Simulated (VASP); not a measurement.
# Al4BSbP2 (Pmn2_1) in VASP: single point with PBE

Aim: the single point of Al4BSbP2 with PBE.

All numbers are computed with VASP 6.6.1; they aren't measurements. Logs are shortened: lines on timing, memory, paths and dates and some standing lists are left out, and cuts for length are marked.

### Step 1. The cell of the first run

Symmetry: Pmn2_1, No. 31, orthorhombic system. The conventional cell has a = 7.449 Å, b = 6.852 Å, c = 6.552 Å, α = 90.00°, β = 90.00°, γ = 90.00°. Al (site symmetry 1) has 1 B at 2.13 Å and 2 P at 2.39 to 2.40 Å and 1 Sb at 2.76 Å within 2.8 Å. Within 2.8 Å of Al (site symmetry m) lie 1 B at 2.11 Å and 2 P at 2.39 Å and 1 Sb at 2.73 Å. Within 2.8 Å of Al (site symmetry m) lie 1 B at 2.11 Å and 2 P at 2.38 Å and 1 Sb at 2.71 Å. B (site symmetry m) has 4 Al at 2.11 to 2.13 Å within 2.8 Å. Within 4.6 Å of Sb (site symmetry m) lie 14 Al at 2.71 to 4.60 Å and 4 B at 3.73 to 3.99 Å and 8 P at 3.85 to 4.04 Å. P (site symmetry 1) has 4 Al at 2.38 to 2.40 Å within 3.1 Å.

### Step 2. Single point, PBE

The input, INCAR:

```
  PREC = Accurate
  ENCUT = 520
  EDIFF = 1E-6
  ISMEAR = 0
  SIGMA = 0.2
  LREAL = Auto
  LASPH = T
  NELM = 60
  ALGO = Normal
  ISIF = 2
  LWAVE = F
  LCHARG = F
  GGA = PE
  NBANDS = 44
```

The input, KPOINTS:

```
Automatic mesh
0
Gamma
  2 3 3
```

The input, POSCAR:

```
Al4BSbP2
1.0
    7.4486822917      0.0000000000      0.0000000000
    0.0000000000      6.8521481290      0.0000000000
    0.0000000000      0.0000000000      6.5520260983
Al B Sb P
8 2 2 4
Direct
    0.7990396833      0.6567932703      0.8620210302
    0.0000000000      0.1322761475      0.9274839402
    0.0000000000      0.8006950352      0.3243626657
    0.2009603167      0.6567932703      0.8620210302
    0.7009603167      0.3432067297      0.3620210302
    0.5000000000      0.8677238525      0.4274839402
    0.5000000000      0.1993049648      0.8243626657
    0.2990396833      0.3432067297      0.3620210302
    0.0000000000      0.8324758397      0.0034556163
    0.5000000000      0.1675241603      0.5034556163
    0.0000000000      0.1540483504      0.5112792314
    0.5000000000      0.8459516496      0.0112792314
    0.7505539191      0.6621556352      0.4996882430
    0.2494460809      0.6621556352      0.4996882430
    0.7494460809      0.3378443648     -0.0003117570
    0.2505539191      0.3378443648     -0.0003117570
```

Potentials or basis: VASP PAW PBE potentials, release 64 (Al, B, Sb, P).

The run is started by

```
cat potpaw_PBE.64/Al/POTCAR potpaw_PBE.64/B/POTCAR potpaw_PBE.64/Sb/POTCAR potpaw_PBE.64/P/POTCAR > POTCAR
mpirun -np 1 vasp_std > vasp.out
```

OUTCAR:

```text
PREC = Accurate
   ENCUT = 520
   EDIFF = 1E-6
   ISMEAR = 0
   LREAL = Auto
   LASPH = T
   NELM = 60
   ISIF = 2
   GGA = PE

 ion  position               nearest neighbor table
   1  0.799  0.657  0.862-   9 2.13  15 2.39  13 2.40  12 2.76   4 2.99
   2  0.000  0.132  0.927-   9 2.11  15 2.39  16 2.39  11 2.73
   3  0.000  0.801  0.324-   9 2.11  13 2.38  14 2.38  11 2.71
   4  0.201  0.657  0.862-   9 2.13  16 2.39  14 2.40  12 2.76   1 2.99
   5  0.701  0.343  0.362-  10 2.13  13 2.39  15 2.40  11 2.76   8 2.99
   6  0.500  0.868  0.427-  10 2.11  13 2.39  14 2.39  12 2.73
   7  0.500  0.199  0.824-  10 2.11  15 2.38  16 2.38  12 2.71
   8  0.299  0.343  0.362-  10 2.13  14 2.39  16 2.40  11 2.76   5 2.99
   9  0.000  0.832  0.003-   2 2.11   3 2.11   1 2.13   4 2.13
  10  0.500  0.168  0.503-   6 2.11   7 2.11   5 2.13   8 2.13
  11  0.000  0.154  0.511-   3 2.71   2 2.73   5 2.76   8 2.76
  12  0.500  0.846  0.011-   7 2.71   6 2.73   1 2.76   4 2.76
  13  0.751  0.662  0.500-   3 2.38   6 2.39   5 2.39   1 2.40
  14  0.249  0.662  0.500-   3 2.38   6 2.39   8 2.39   4 2.40
  15  0.749  0.338  1.000-   7 2.38   2 2.39   1 2.39   5 2.40
  16  0.251  0.338  1.000-   7 2.38   2 2.39   4 2.39   8 2.40

  LATTYP: Found a simple orthorhombic cell.
 ALAT       =     6.5520260983
 B/A-ratio  =     1.0458059883
 C/A-ratio  =     1.1368517433

  Lattice vectors:

 A1 = (   0.0000000000,   0.0000000000,  -6.5520260983)
 A2 = (   0.0000000000,   6.8521481290,   0.0000000000)
 A3 = (   7.4486822917,   0.0000000000,   0.0000000000)

Analysis of symmetry for initial positions (statically):
=====================================================================
 Subroutine PRICEL returns:
 Original cell was already a primitive cell.

 Routine SETGRP: Setting up the symmetry group for a
 simple orthorhombic supercell.

 Subroutine GETGRP returns: Found  4 space group operations
 (whereof  2 operations were pure point group operations)
 out of a pool of  8 trial point group operations.

The static configuration has the point symmetry C_1h.
 The point group associated with its full space group is C_2v.

Analysis of symmetry for dynamics (positions and initial velocities):
=====================================================================
 Subroutine PRICEL returns:
 Original cell was already a primitive cell.

 Routine SETGRP: Setting up the symmetry group for a
 simple orthorhombic supercell.

 Subroutine GETGRP returns: Found  4 space group operations
 (whereof  2 operations were pure point group operations)
[... 120 lines left out ...]
   ISIF   =      2    stress and relaxation
   ISYM   =      2    0-nonsym 1-usesym 2-fastsym
   POTIM  = 0.5000    time-step for ionic-motion
   TEBEG  =    0.0;   TEEND  =   0.0 temperature during run
   PSTRESS=    0.0 pullay stress
   NELECT =      60.0000    total number of electrons
   NUPDOWN=      -1.0000    fix difference up-down
   EMIN   =  10.00;   EMAX   =-10.00  energy-range for DOS
   EFERMI =   0.00;   METHOD = LEGACY
   ISMEAR =     0;   SIGMA  =   0.20  broadening in eV -4-tet -1-fermi 0-gaus
   EFERMI_NEDOS =   21; number of points for ismear=-14 and -15
   IALGO  =     38    algorithm
   IMIX   =      4    mixing-type and parameters
     AMIX     =   0.40;   BMIX     =  1.00
     AMIX_MAG =   1.60;   BMIX_MAG =  1.00
  volume/ion in A,a.u.               =      20.90       141.05
  Fermi-wavevector in a.u.,A,eV,Ry     =   0.923346  1.744872 11.599899  0.852569
  Thomas-Fermi vector in A             =   2.048973
   LORBIT       =      0    0 simple, 1 ext, 2 COOP (PROOUT), +10 PAW based schemes
   GGA     = PE    functional components
   LHFCALC =     F    Hartree Fock is set to
   AEXX    =    0.0000 exact exchange contribution
   IVDW    =     0    specifies the selected vdW correction
   LEPSILON=     F    determine dielectric tensor
   LRPA    =     F    only Hartree local field effects (RPA)
 non-spin polarized calculation
 Gauss-broadening in eV      SIGMA  =   0.20
  energy-cutoff  :      520.00
  volume of cell :      334.41
 maximum number of plane-waves:      9039
 NGX is ok and might be reduce to    56
   NGX = 27   NGY = 25   NGZ = 25

 number of electron      60.0000002 magnetization

 Free energy of the ion-electron system (eV)
  ---------------------------------------------------
  ext. energy  EPLUGINS =         0.00000000
  ---------------------------------------------------
  free energy    TOTEN  =       -74.79614431 eV

  energy without entropy =      -74.66417441  energy(sigma->0) =      -74.73015936

 E-fermi :   4.5342     XC(G=0):  -9.2133

 val. band max:        4.4651980399   @ k =   0.0000   0.0000   0.3333
 cond. band min:       4.6384681573   @ k =   0.5000   0.0000   0.0000
 fundamental gap:      0.1732701175
 Fermi energy:         4.5342407628

 k-point     1 :       0.0000    0.0000    0.0000
  band No.  band energies     occupation
      1      -6.6011      2.00000
      2      -5.5196      2.00000
      3      -5.3861      2.00000
      4      -4.6709      2.00000
      5      -4.2606      2.00000
      6      -3.8470      2.00000
[... 349 lines left out ...]
     41       8.7759      0.00000
     42       8.8027      0.00000
 [bands above 42 left out]

------------------------ aborting loop because EDIFF is reached ----------------------------------------

  FORCE on cell =-STRESS in cart. coord.  units (eV):
  Direction    XX          YY          ZZ          XY          YZ          ZX
  --------------------------------------------------------------------------------------
  -------------------------------------------------------------------------------------
  Total       -0.1171683      0.2237817      0.3727290      0.0000000      0.0000000      0.0000000
  in kB       -0.5613567      1.0721448      1.7857555      0.0000000      0.0000000      0.0000000
  external PRESSURE =       0.7655145 kB  Pullay stress =       0.0000000 kB

 VOLUME and BASIS-vectors are now :
 -----------------------------------------------------------------------------
  energy-cutoff  :      520.00
  volume of cell :      334.41
      direct lattice vectors                 reciprocal lattice vectors
     7.448682292  0.000000000  0.000000000     0.134251934  0.000000000  0.000000000
     0.000000000  6.852148129  0.000000000     0.000000000  0.145939635  0.000000000
     0.000000000  0.000000000  6.552026098     0.000000000  0.000000000  0.152624545

 POSITION                                       TOTAL-FORCE (eV/Angst)
 -----------------------------------------------------------------------------------
      5.95179      4.50044      5.64798         0.026833     -0.008835     -0.002782
      0.00000      0.90638      6.07690        -0.000000      0.010801      0.018939
      0.00000      5.48648      2.12523        -0.000000     -0.034513     -0.015915
      1.49689      4.50044      5.64798        -0.026833     -0.008835     -0.002782
      5.22123      2.35170      2.37197        -0.026833      0.008835     -0.002782
      3.72434      5.94577      2.80089        -0.000000     -0.010801      0.018939
[... 8 lines left out ...]
      5.58239      2.31496      6.54998        -0.003798     -0.003058      0.002424
      1.86630      2.31496      6.54998         0.003798     -0.003058      0.002424
 -----------------------------------------------------------------------------------
    total drift:                               -0.000000      0.000000     -0.017226

  FREE ENERGIE OF THE ION-ELECTRON SYSTEM (eV)
  ---------------------------------------------------
  free  energy   TOTEN  =       -74.7961443102 eV

  energy  without entropy=      -74.6641744146  energy(sigma->0) =      -74.73015936
```

OSZICAR:

```text
N       E                     dE             d eps       ncg     rms          rms(c)
DAV:   1     0.182240871323E+03    0.18224E+03   -0.21878E+04   704   0.111E+03
DAV:   2    -0.612127124654E+02   -0.24345E+03   -0.23201E+03   872   0.165E+02
DAV:   3    -0.800423760681E+02   -0.18830E+02   -0.18579E+02   872   0.470E+01
DAV:   4    -0.804593265832E+02   -0.41695E+00   -0.41524E+00   880   0.796E+00
DAV:   5    -0.804700282239E+02   -0.10702E-01   -0.10694E-01   928   0.132E+00    0.131E+01
DAV:   6    -0.747186249879E+02    0.57514E+01   -0.20002E+01   824   0.157E+01    0.812E+00
DAV:   7    -0.748385777875E+02   -0.11995E+00   -0.44215E+00   840   0.673E+00    0.393E+00
DAV:   8    -0.748017303365E+02    0.36847E-01   -0.40280E-01   824   0.219E+00    0.191E+00
DAV:   9    -0.747937587250E+02    0.79716E-02   -0.80490E-02   880   0.103E+00    0.417E-01
DAV:  10    -0.747955890741E+02   -0.18303E-02   -0.11349E-02   848   0.360E-01    0.152E-01
DAV:  11    -0.747959269110E+02   -0.33784E-03   -0.78420E-04   880   0.104E-01    0.901E-02
DAV:  12    -0.747960945696E+02   -0.16766E-03   -0.20420E-04   824   0.519E-02    0.310E-02
DAV:  13    -0.747961434372E+02   -0.48868E-04   -0.73007E-05   792   0.324E-02    0.996E-03
DAV:  14    -0.747961443102E+02   -0.87300E-06   -0.83572E-06   904   0.993E-03
   1 F= -.74796144E+02 E0= -.74730159E+02  d E =-.131970E+00
```

stdout:

```text
POSCAR found type information on POSCAR AlB SbP
 POSCAR found :  4 types and      16 ions
 scaLAPACK will be used
 LDA part: xc-table for (Slater+PW92), standard interpolation
 POSCAR, INCAR and KPOINTS ok, starting setup
 FFT: planning ... GRIDC
 FFT: planning ... GRID_SOFT
 FFT: planning ... GRID
 WAVECAR not read
 entering main loop
```

It took 4.2 min on 1 thread of Intel Xeon 8259CL, shared host; peak memory 0.42 GiB.

Results:

```yaml
Free_energy: -74.7961 eV
Pressure: 0.1 GPa
Largest_force: 0.038 eV/Å
Band_gap_on_the_k_mesh: zero (bands 30 and 31 overlap by 0.80 eV)
```

Forces in eV/Å, atoms in the order of the input:
```
Al   0.027 -0.009 -0.003
Al   0.000  0.011  0.019
Al   0.000 -0.035 -0.016
Al  -0.027 -0.009 -0.003
Al  -0.027  0.009 -0.003
Al   0.000 -0.011  0.019
Al   0.000  0.035 -0.016
Al   0.027  0.009 -0.003
B    0.000 -0.007  0.002
B    0.000  0.007  0.002
Sb   0.000  0.012 -0.004
Sb   0.000 -0.012 -0.004
P    0.004  0.003  0.002
P   -0.004  0.003  0.002
P   -0.004 -0.003  0.002
P    0.004 -0.003  0.002
```

Stress tensor (GPa, compression positive):
```
-0.06  0.00  0.00
 0.00  0.11  0.00
 0.00  0.00  0.18
```

Caveat: the k points lie up to 0.42 Å⁻¹ apart, too coarse for converged energies and pressures of a metal; spin-orbit coupling is left out, which moves the levels of the heavy elements.
